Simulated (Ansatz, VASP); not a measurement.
## Two plane-wave programs on InAs

File INCAR:

```
SYSTEM = InAs
PREC = Accurate
ENCUT = 520
EDIFF = 1E-7
ISMEAR = 0
SIGMA = 0.1
LREAL = .False.
LASPH = .True.
NELM = 60
ALGO = Normal
ISIF = 2
LWAVE = .False.
LCHARG = .False.
GGA = PS
NBANDS = 16
```

File KPOINTS:

```
regular mesh
0
Gamma
  6 6 6
  0 0 0
```

POSCAR

```
InAs
1.0
    0.0000000000      3.0253554588      3.0253554588
    3.0253554588      0.0000000000      3.0253554588
    3.0253554588      3.0253554588      0.0000000000
In As
1 1
Direct
    0.0000000000      0.0000000000      0.0000000000
    0.2500000000      0.2500000000      0.2500000000
```

Input for Ansatz:

```yaml
crystal:
  lattice:
    - [0.0, 3.0253554588, 3.0253554588]
    - [3.0253554588, 0.0, 3.0253554588]
    - [3.0253554588, 3.0253554588, 0.0]
  atoms:
    - { symbol: In, position: [0.0, 0.0, 0.0] }
    - { symbol: As, position: [0.25, 0.25, 0.25] }
basis:
  ecutwfc: 420
kpoints:
  mp_grid: { grid: [6, 6, 6] }
hamiltonian:
  xc: pbesol
scf:
  occupations: { method: gaussian, width: 0.1 }
output:
  forces: true
  stress: true
  eigenvalues: true
```

Alike in both runs: task single point; functional PBEsol; k mesh 6 × 6 × 6; occupations gaussian, width 0.1 eV; no spin polarisation.

|  | VASP | Ansatz |
| --- | --- | --- |
| version | VASP 6.6.1 | Ansatz 0.2.0 |
| potentials or method | VASP PAW PBE potentials, release 64 (In_d, As), cutoff 520 eV | scalar-relativistic, plane waves, PAW |
| valence electrons in the cell | 18 | 28 |

```tsv
	VASP	Ansatz	Ansatz less VASP
gap on the k mesh at the Fermi level (eV)	none	none	-
pressure (GPa)	1.2	1.1	-0.09
```

VASP's potentials were made for PBE, not for PBEsol. A gap of «none» marks a metal or a gap that the smearing closes. VASP's potentials hold 18 valence electrons a cell and Ansatz's 28, so a difference there can come from the potentials and not from the codes.
